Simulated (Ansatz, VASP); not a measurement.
SiGeO4: VASP beside Ansatz

INCAR

```
SYSTEM = SiGeO4
ALGO = Normal ; EDIFF = 1E-6
EDIFFG = -0.01 ; ENCUT = 520
GGA = PE ; IBRION = 2
ISIF = 2 ; ISMEAR = 0
LASPH = .TRUE. ; LCHARG = .FALSE.
LREAL = .FALSE. ; LWAVE = .FALSE.
NELM = 100 ; NSW = 50
PREC = Accurate ; SIGMA = 0.02
```

KPOINTS

```
k-points
0
G
  6 6 6
  0 0 0
```

The input POSCAR:

```
SiGeO4
1.0
    0.0000000000      3.8257010711      3.8257010711
    3.8257010711      0.0000000000      3.8257010711
    3.8257010711      3.8257010711      0.0000000000
Si Ge O
1 1 4
Direct
    0.7500000000      0.7500000000      0.7500000000
    0.5000000000      0.5000000000      0.5000000000
    0.1121959340      0.6292680220      0.6292680220
    0.6292680220      0.1121959340      0.6292680220
    0.6292680220      0.6292680220      0.1121959340
    0.6292680220      0.6292680220      0.6292680220
```

Input for Ansatz:

```yaml
crystal:
  lattice:
    - [0.0, 3.8257010711, 3.8257010711]
    - [3.8257010711, 0.0, 3.8257010711]
    - [3.8257010711, 3.8257010711, 0.0]
  atoms:
    - { symbol: Si, position: [0.75, 0.75, 0.75] }
    - { symbol: Ge, position: [0.5, 0.5, 0.5] }
    - { symbol: O, position: [0.112195934, 0.629268022, 0.629268022] }
    - { symbol: O, position: [0.629268022, 0.112195934, 0.629268022] }
    - { symbol: O, position: [0.629268022, 0.629268022, 0.112195934] }
    - { symbol: O, position: [0.629268022, 0.629268022, 0.629268022] }
basis:
  ecutwfc: 420
kpoints:
  mp_grid: { grid: [6, 6, 6] }
hamiltonian:
  xc: pbe
scf:
  occupations: { method: gaussian, width: 0.02 }
output:
  forces: true
  stress: true
  eigenvalues: true
relax:
  adjacent_minimum: "off"
  f_tol: 0.01
  max_steps: 30
```

Alike in both runs: task relaxation of the atoms; functional PBE; k mesh 6 × 6 × 6; occupations gaussian, width 0.02 eV; no spin polarisation.

|  | VASP | Ansatz |
| --- | --- | --- |
| version | VASP 6.6.1 | Ansatz 0.2.0 |
| potentials or method | VASP PAW PBE potentials, release 64 (Si, Ge_d, O), cutoff 520 eV | scalar-relativistic, plane waves, PAW |
| valence electrons in the cell | 42 | 42 |

```csv
,VASP,Ansatz,Ansatz less VASP
"gap on the k mesh at the Fermi level, each at its own relaxed structure (eV)",4.40,4.39,-0.006
```

Ansatz's warnings: stress scf threshold loose.
